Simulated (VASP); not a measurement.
# GeW (Fm-3m) in VASP: notebook

Aim: see how the results for GeW move with the level of theory and the settings. Levels: PBE+U, PBE. Tasks: relaxation of cell and atoms, single point.

Program: VASP 6.6.1. These are calculated values, not measurements. Logs are shortened: lines on timing, memory, paths and dates and some standing lists are left out, and cuts for length are marked.

### Step 1. The cell of the first run

Symmetry: Fm-3m, No. 225, cubic system. The conventional cell has a = 5.155 Å, b = 5.155 Å, c = 5.155 Å, α = 90.00°, β = 90.00°, γ = 90.00°. Ge (site symmetry m-3m) has 6 W at 2.58 Å within 3.4 Å. W (site symmetry m-3m) has 6 Ge at 2.58 Å within 3.4 Å.

### Step 2. Relaxation of cell and atoms, PBE+U

INCAR reads:

```
  PREC = Accurate
  ENCUT = 600
  EDIFF = 1E-6
  ISMEAR = -1
  SIGMA = 0.05
  LREAL = False
  LASPH = True
  NELM = 150
  ALGO = Normal
  ISIF = 3
  LWAVE = False
  LCHARG = False
  LMAXMIX = 4
  LDAU = True
  LDAUTYPE = 2
  LDAUL = -1 2
  LDAUU = 0 4
  LDAUJ = 0 0
  LDAUPRINT = 1
  GGA = PE
  IBRION = 2
  NSW = 60
  EDIFFG = -0.01
```

KPOINTS reads:

```
Automatic mesh
0
Gamma
  9 9 9
```

POSCAR reads:

```
GeW
1.0
    0.0000000000      2.5776100000      2.5776100000
    2.5776100000      0.0000000000      2.5776100000
    2.5776100000      2.5776100000      0.0000000000
Ge W
1 1
Direct
    0.5000000000      0.5000000000      0.5000000000
    0.0000000000      0.0000000000      0.0000000000
```

Potentials or basis: VASP PAW PBE potentials, release 64 (Ge_d, W_sv).

The run is started by

```bash
$ cat potpaw_PBE.64/Ge_d/POTCAR potpaw_PBE.64/W_sv/POTCAR > POTCAR
$ mpirun -np 1 vasp_std > vasp.out
```

OUTCAR:

```text
PREC = Accurate
   ENCUT = 600
   EDIFF = 1E-6
   ISMEAR = -1
   LREAL = False
   LASPH = True
   NELM = 150
   ISIF = 3
   GGA = PE
   IBRION = 2
   NSW = 60
   EDIFFG = -0.01

 ion  position               nearest neighbor table
   1  0.500  0.500  0.500-   2 2.58   2 2.58   2 2.58   2 2.58   2 2.58   2 2.58
   2  0.000  0.000  0.000-   1 2.58   1 2.58   1 2.58   1 2.58   1 2.58   1 2.58

  LATTYP: Found a face centered cubic cell.
 ALAT       =     5.1552200000

  Lattice vectors:

 A1 = (   0.0000000000,   2.5776100000,   2.5776100000)
 A2 = (   2.5776100000,   0.0000000000,   2.5776100000)
 A3 = (   2.5776100000,   2.5776100000,   0.0000000000)

Analysis of symmetry for initial positions (statically):
=====================================================================
 Subroutine PRICEL returns:
 Original cell was already a primitive cell.

 Routine SETGRP: Setting up the symmetry group for a
 face centered cubic supercell.

 Subroutine GETGRP returns: Found 48 space group operations
 (whereof 48 operations were pure point group operations)
 out of a pool of 48 trial point group operations.

The static configuration has the point symmetry O_h .

Analysis of symmetry for dynamics (positions and initial velocities):
=====================================================================
 Subroutine PRICEL returns:
 Original cell was already a primitive cell.

 Routine SETGRP: Setting up the symmetry group for a
 face centered cubic supercell.

 Subroutine GETGRP returns: Found 48 space group operations
 (whereof 48 operations were pure point group operations)
 out of a pool of 48 trial point group operations.

The dynamic configuration has the point symmetry O_h .

 Subroutine INISYM returns: Found 48 space group operations
 (whereof 48 operations are pure point group operations),
 and found     1 'primitive' translations

----------------------------------------------------------------------------------------

[... 148 lines left out ...]

  FORCE on cell =-STRESS in cart. coord.  units (eV):
  Direction    XX          YY          ZZ          XY          YZ          ZX
  --------------------------------------------------------------------------------------
  -------------------------------------------------------------------------------------
  Total        0.8456501      0.8456501      0.8456501      0.0000000     -0.0000000      0.0000000
  in kB       39.5566644     39.5566644     39.5566644      0.0000000     -0.0000000      0.0000000
  external PRESSURE =      39.5566644 kB  Pullay stress =       0.0000000 kB
[... 53 lines left out ...]
  FREE ENERGIE OF THE ION-ELECTRON SYSTEM (eV)
  ---------------------------------------------------
  free  energy   TOTEN  =       -11.2358725908 eV

  energy  without entropy=      -11.2165764697  energy(sigma->0) =      -11.22622453

atom =   2  type =  2  l = 2

 onsite density matrix

spin component  1

  0.2927  0.0000 -0.0000  0.0000  0.0000
  0.0000  0.2927  0.0000  0.0000 -0.0000
 -0.0000  0.0000  0.3921  0.0000  0.0000
  0.0000  0.0000  0.0000  0.2927  0.0000
  0.0000 -0.0000  0.0000  0.0000  0.3921

spin component  2

  0.2927  0.0000 -0.0000  0.0000  0.0000
  0.0000  0.2927  0.0000  0.0000 -0.0000
 -0.0000  0.0000  0.3921  0.0000  0.0000
  0.0000  0.0000  0.0000  0.2927  0.0000
  0.0000 -0.0000  0.0000  0.0000  0.3921

 occupancies and eigenvectors

  o =  0.2927  v =  1.0000  0.0000  0.0000  0.0000  0.0000  0.0000  0.0000  0.0000  0.0000  0.0000      0.0000  0.0000  0.0000  0.0000  0.0000  0.0000  0.0000  0.0000  0.0000  0.0000
  o =  0.2927  v =  0.0000  0.0000  0.0000  0.0000  0.0000  1.0000  0.0000  0.0000  0.0000  0.0000      0.0000  0.0000  0.0000  0.0000  0.0000  0.0000  0.0000  0.0000  0.0000  0.0000
  o =  0.2927  v =  0.0000 -0.9942  0.0000  0.1078 -0.0000  0.0000  0.0000  0.0000  0.0000  0.0000      0.0000  0.0000  0.0000  0.0000  0.0000  0.0000  0.0000  0.0000  0.0000  0.0000
  o =  0.2927  v =  0.0000  0.0000  0.0000  0.0000  0.0000  0.0000 -0.9942  0.0000  0.1078 -0.0000      0.0000  0.0000  0.0000  0.0000  0.0000  0.0000  0.0000  0.0000  0.0000  0.0000
  o =  0.2927  v =  0.0000  0.0000  0.0000  0.0000  0.0000  0.0000 -0.1078  0.0000 -0.9942  0.0000      0.0000  0.0000  0.0000  0.0000  0.0000  0.0000  0.0000  0.0000  0.0000  0.0000
  o =  0.2927  v =  0.0000 -0.1078  0.0000 -0.9942  0.0000  0.0000  0.0000  0.0000  0.0000  0.0000      0.0000  0.0000  0.0000  0.0000  0.0000  0.0000  0.0000  0.0000  0.0000  0.0000
  o =  0.3921  v =  0.0000  0.0000  0.0000  0.0000  0.0000  0.0000 -0.0000 -1.0000 -0.0000  0.0004      0.0000  0.0000  0.0000  0.0000  0.0000  0.0000  0.0000  0.0000  0.0000  0.0000
  o =  0.3921  v =  0.0000 -0.0000 -1.0000 -0.0000  0.0004  0.0000  0.0000  0.0000  0.0000  0.0000      0.0000  0.0000  0.0000  0.0000  0.0000  0.0000  0.0000  0.0000  0.0000  0.0000
  o =  0.3921  v =  0.0000  0.0000  0.0000  0.0000  0.0000  0.0000  0.0000 -0.0004 -0.0000 -1.0000      0.0000  0.0000  0.0000  0.0000  0.0000  0.0000  0.0000  0.0000  0.0000  0.0000
  o =  0.3921  v =  0.0000  0.0000 -0.0004 -0.0000 -1.0000  0.0000  0.0000  0.0000  0.0000  0.0000      0.0000  0.0000  0.0000  0.0000  0.0000  0.0000  0.0000  0.0000  0.0000  0.0000

--------------------------------------- Ionic step        3  -------------------------------------------

 number of electron      27.9999990 magnetization

 Free energy of the ion-electron system (eV)
  ---------------------------------------------------
  ext. energy  EPLUGINS =         0.00000000
  ---------------------------------------------------
  free energy    TOTEN  =       -11.26111838 eV

  energy without entropy =      -11.24175693  energy(sigma->0) =      -11.25143765

 E-fermi :   9.0962     XC(G=0): -12.3131

 val. band max:        9.0510118947   @ k =   0.4444   0.1111   0.0000
 cond. band min:       9.1078404729   @ k =   0.3333   0.1111   0.0000
 fundamental gap:      0.0568285782
 Fermi energy:         9.0961892568

 k-point     1 :       0.0000    0.0000    0.0000
  band No.  band energies     occupation
      1     -66.1655      2.00000
      2     -30.3059      2.00000
      3     -30.3059      2.00000
      4     -30.3059      2.00000
      5     -15.4486      2.00000
      6     -15.4486      2.00000
[... 481 lines left out ...]
      5     -15.4439      2.00000
      6     -15.4382      2.00000
[... 10 lines left out ...]
     17      10.5728      0.00000
     18      10.5844      0.00000

 [... further k-points ...]
[... 5 lines left out ...]
  --------------------------------------------------------------------------------------
  -------------------------------------------------------------------------------------
  Total       -0.0021458     -0.0021458     -0.0021458      0.0000000      0.0000000     -0.0000000
  in kB       -0.0980960     -0.0980960     -0.0980960      0.0000000      0.0000000     -0.0000000
  external PRESSURE =      -0.0980960 kB  Pullay stress =       0.0000000 kB
[... 17 lines left out ...]
  FREE ENERGIE OF THE ION-ELECTRON SYSTEM (eV)
  ---------------------------------------------------
  free  energy   TOTEN  =       -11.2611183777 eV

  energy  without entropy=      -11.2417569298  energy(sigma->0) =      -11.25143765

 reached required accuracy - stopping structural energy minimisation
```

It took 2.4 min on 1 thread of AMD EPYC 7R13, shared host; peak memory 0.16 GiB.

Results:

```yaml
Free_energy: -11.2611 eV
Relaxed_volume: 17.52 Å³/atom
Relaxed_cell: a = 3.673 Å, b = 3.673 Å, c = 3.673 Å, α = 60.00°, β = 60.00°, γ = 60.00°
Space_group_after_relaxing_to_0.05_Å: Fm-3m (No. 225)
Energy_gained_by_relaxing: 4.8 meV/atom
Ionic_steps: 3
Pressure_after_relaxing: 0.0 GPa
Band_gap_on_the_k_mesh: zero (band 14 reaches 9.61 eV, above the bottom of band 15 at 7.90 eV)
```

The path:
```
step  energy change (eV)  largest force (eV/Å)  pressure (GPa)  volume (Å³)
   1              0.0000                0.0000            3.96        34.25
   2              0.0157                0.0000           -5.77        36.39
   3             -0.0095                0.0000           -0.01        35.05
```

Final structure:
```
Ge W
1.0
     0.00000    2.59738    2.59738
     2.59738    0.00000    2.59738
     2.59738    2.59738    0.00000
Ge W
1 1
Cartesian
  2.5974 2.5974 2.5974
  0.0000 0.0000 0.0000
```

Eigenvalues of the final occupation matrices:
```
    site  spin  trace               eigenvalues
site 2 d     1   1.66  0.29 0.29 0.29 0.39 0.39
site 2 d     2   1.66  0.29 0.29 0.29 0.39 0.39
```

Caveat: spin-orbit coupling is left out, which moves the levels of the heavy elements; U without spin polarisation on a metal has little footing; the U is typed as a test and isn't derived for this compound.

### Step 3. Single point, PBE (volume scaled by 0.96)

INCAR reads:

```
SYSTEM = GeW
PREC = Accurate
ENCUT = 500
EDIFF = 1E-6
ISMEAR = -1
SIGMA = 0.05
LREAL = .FALSE.
LASPH = .TRUE.
NELM = 120
ALGO = Normal
ISIF = 2
LWAVE = .FALSE.
LCHARG = .FALSE.
GGA = PE
NBANDS = 21
GGA_COMPAT = .FALSE.
```

KPOINTS reads:

```
Automatic mesh
0
G
  9 9 9
  0 0 0
```

POSCAR reads:

```
GeW
1.0
    0.0000000000      2.5427731620      2.5427731620
    2.5427731620      0.0000000000      2.5427731620
    2.5427731620      2.5427731620      0.0000000000
Ge W
1 1
Direct
    0.5000000000      0.5000000000      0.5000000000
    0.0000000000      0.0000000000      0.0000000000
```

Potentials or basis: VASP PAW PBE potentials, release 64 (Ge_d, W_sv).

The run is started by

```bash
$ cat potpaw_PBE.64/Ge_d/POTCAR potpaw_PBE.64/W_sv/POTCAR > POTCAR
$ mpirun -np 1 vasp_std > vasp.out
```

OUTCAR:

```text
SYSTEM = GeW
   PREC = Accurate
   ENCUT = 500
   EDIFF = 1E-6
   ISMEAR = -1
   LREAL = .FALSE.
   LASPH = .TRUE.
   NELM = 120
   ISIF = 2
   GGA = PE

 ion  position               nearest neighbor table
   1  0.500  0.500  0.500-   2 2.54   2 2.54   2 2.54   2 2.54   2 2.54   2 2.54
   2  0.000  0.000  0.000-   1 2.54   1 2.54   1 2.54   1 2.54   1 2.54   1 2.54

  LATTYP: Found a face centered cubic cell.
 ALAT       =     5.0855463240

  Lattice vectors:

 A1 = (   0.0000000000,   2.5427731620,   2.5427731620)
 A2 = (   2.5427731620,   0.0000000000,   2.5427731620)
 A3 = (   2.5427731620,   2.5427731620,   0.0000000000)

Analysis of symmetry for initial positions (statically):
=====================================================================
 Subroutine PRICEL returns:
 Original cell was already a primitive cell.

 Routine SETGRP: Setting up the symmetry group for a
 face centered cubic supercell.

 Subroutine GETGRP returns: Found 48 space group operations
 (whereof 48 operations were pure point group operations)
 out of a pool of 48 trial point group operations.

[... 152 lines left out ...]
 number of electron      27.9999989 magnetization

 Free energy of the ion-electron system (eV)
  ---------------------------------------------------
  ext. energy  EPLUGINS =         0.00000000
  ---------------------------------------------------
  free energy    TOTEN  =       -15.67958508 eV

  energy without entropy =      -15.65627750  energy(sigma->0) =      -15.66793129

 E-fermi :   9.5863     XC(G=0): -12.6408

 val. band max:        9.5655581452   @ k =  -0.3333   0.3333   0.1111
 cond. band min:       9.5873174069   @ k =   0.3333   0.1111   0.0000
 fundamental gap:      0.0217592618
 Fermi energy:         9.5863185002

 k-point     1 :       0.0000    0.0000    0.0000
  band No.  band energies     occupation
      1     -64.8657      2.00000
      2     -29.0706      2.00000
      3     -29.0706      2.00000
      4     -29.0706      2.00000
      5     -14.9259      2.00000
      6     -14.9259      2.00000
[... 565 lines left out ...]
     20      21.8211      0.00000
     21      24.7780      0.00000

 [... further k-points ...]
[... 5 lines left out ...]
  --------------------------------------------------------------------------------------
  -------------------------------------------------------------------------------------
  Total        1.6778468      1.6778468      1.6778468     -0.0000000     -0.0000000     -0.0000000
  in kB       81.7541904     81.7541904     81.7541904     -0.0000000     -0.0000000     -0.0000000
  external PRESSURE =      81.7541904 kB  Pullay stress =       0.0000000 kB

 VOLUME and BASIS-vectors are now :
 -----------------------------------------------------------------------------
  energy-cutoff  :      500.00
  volume of cell :       32.88
      direct lattice vectors                 reciprocal lattice vectors
     0.000000000  2.542773162  2.542773162    -0.196635708  0.196635708  0.196635708
     2.542773162  0.000000000  2.542773162     0.196635708 -0.196635708  0.196635708
     2.542773162  2.542773162  0.000000000     0.196635708  0.196635708 -0.196635708

 POSITION                                       TOTAL-FORCE (eV/Angst)
 -----------------------------------------------------------------------------------
      2.54277      2.54277      2.54277        -0.000000     -0.000000      0.000000
      0.00000      0.00000      0.00000         0.000000      0.000000     -0.000000
 -----------------------------------------------------------------------------------
    total drift:                                0.000000      0.000000      0.000000

  FREE ENERGIE OF THE ION-ELECTRON SYSTEM (eV)
  ---------------------------------------------------
  free  energy   TOTEN  =       -15.6795850756 eV

  energy  without entropy=      -15.6562774985  energy(sigma->0) =      -15.66793129
```

OSZICAR:

```text
N       E                     dE             d eps       ncg     rms          rms(c)
DAV:   1     0.204324724635E+03    0.20432E+03   -0.14060E+04  1761   0.302E+03
DAV:   2     0.809414767507E+00   -0.20352E+03   -0.19621E+03  1520   0.571E+02
DAV:   3    -0.163442040823E+02   -0.17154E+02   -0.16832E+02  1658   0.115E+02
DAV:   4    -0.166662025258E+02   -0.32200E+00   -0.32160E+00  1660   0.163E+01
DAV:   5    -0.166702828183E+02   -0.40803E-02   -0.40802E-02  1688   0.215E+00    0.184E+01
DAV:   6    -0.157200850239E+02    0.95020E+00   -0.23051E+00  1804   0.124E+01    0.505E+00
DAV:   7    -0.156890430877E+02    0.31042E-01   -0.79585E-02  1878   0.367E+00    0.242E+00
DAV:   8    -0.156802369587E+02    0.88061E-02   -0.18012E-02  1843   0.210E+00    0.206E-01
DAV:   9    -0.156795924208E+02    0.64454E-03   -0.30403E-03  1684   0.985E-01    0.899E-02
DAV:  10    -0.156795926501E+02   -0.22932E-06   -0.16304E-04  1705   0.136E-01    0.462E-02
DAV:  11    -0.156795853103E+02    0.73398E-05   -0.16142E-05  1755   0.411E-02    0.158E-02
DAV:  12    -0.156795850756E+02    0.23469E-06   -0.10771E-06   955   0.154E-02
   1 F= -.15679585E+02 E0= -.15667931E+02  d E =-.233076E-01
```

stdout:

```text
POSCAR found type information on POSCAR GeW
 POSCAR found :  2 types and       2 ions
 scaLAPACK will be used
 LDA part: xc-table for (Slater+PW92), standard interpolation
 POSCAR, INCAR and KPOINTS ok, starting setup
 FFT: planning ... GRIDC
 FFT: planning ... GRID_SOFT
 FFT: planning ... GRID
 WAVECAR not read
 entering main loop
```

Run time: 10 s. Hardware: 1 thread of Intel Xeon 6975P-C (Granite Rapids), shared host; peak memory 0.16 GiB.

Results:

```
Free energy            : -15.6796 eV
Pressure               : 8.2 GPa
Band gap on the k mesh : zero (band 14 reaches 10.18 eV, above the bottom of band 15 at 8.35 eV)
```

Levels at points of the mesh, in eV from the Fermi level:
```tsv
k point	band 10	band 11	band 12	band 13	band 14	band 15	band 16	band 17	band 18	band 19
(0.00, 0.00, 0.00)	-12.64	-1.72	-1.72	-1.72	-0.91	-0.91	2.52	2.52	2.52	8.12
```

Caveat: the cell differs from its parent crystal (volume scaled by 0.96); spin-orbit coupling is left out, which moves the levels of the heavy elements.

### Step 4. Single point, PBE

This run uses another cell than the first one, of 16.10 Å³/atom, 0.940 times its volume.

INCAR reads:

```
PREC = Accurate ; ENCUT = 520
EDIFF = 1E-6 ; ISMEAR = -1
SIGMA = 0.05 ; LREAL = False
LASPH = True ; NELM = 80
ALGO = Normal ; ISIF = 2
LWAVE = False ; LCHARG = True
GGA = PE ; LELF = True
LVHAR = True ; NBANDS = 21
```

KPOINTS reads:

```
regular mesh
0
Gamma
  9 9 9
```

POSCAR reads:

```
GeW
1.0
    0.0000000000      2.5249909497      2.5249909497
    2.5249909497      0.0000000000      2.5249909497
    2.5249909497      2.5249909497      0.0000000000
Ge W
1 1
Direct
    0.5000000000      0.5000000000      0.5000000000
    0.0000000000      0.0000000000      0.0000000000
```

The run is started by

```bash
$ cat potpaw_PBE.64/Ge_d/POTCAR potpaw_PBE.64/W_sv/POTCAR > POTCAR
$ mpirun -np 1 vasp_std > vasp.out
```

It took 17 s on 1 thread of Intel Xeon 6975P-C, shared host; peak memory 0.17 GiB.

It converged, with:

```yaml
Free_energy: -15.6347 eV
Pressure: 12.8 GPa
Band_gap_on_the_k_mesh: zero (band 14 reaches 10.47 eV, above the bottom of band 15 at 8.60 eV)
```

Levels at points of the mesh, in eV from the Fermi level:
```tsv
k point	band 12	band 13	band 14	band 15	band 16	band 17
(0.00, 0.00, 0.00)	-1.78	-1.78	-0.93	-0.93	2.56	2.56
```

Caveat: spin-orbit coupling is left out, which moves the levels of the heavy elements.

### Step 5. Summary

| task | level | U | cell | cutoff (eV) | gap on the mesh (eV) | pressure (GPa) |
| --- | --- | --- | --- | --- | --- | --- |
| relaxation of cell and atoms | PBE+U | W d U = 4.0 eV | relaxed from a = 3.645 Å, angles 60.0°, 2 atoms | 600 | none | 0.0 |
| single point | PBE | - | a = 3.596 Å, angles 60.0°, 2 atoms | 500 | none | 8.2 |
| single point | PBE | - | a = 3.571 Å, angles 60.0°, 2 atoms | 520 | none | 12.8 |

Alike in all rows: potentials or basis VASP PAW PBE potentials, release 64 (Ge_d, W_sv); no spin polarisation; k mesh 9 × 9 × 9; smearing fermi-dirac 0.05 eV.

Caveats: spin-orbit coupling is left out, which moves the levels of the heavy elements; U without spin polarisation on a metal has little footing (some runs); the U is typed as a test and isn't derived for this compound (some runs).

Absolute energies hang on the potentials; compare differences alone.
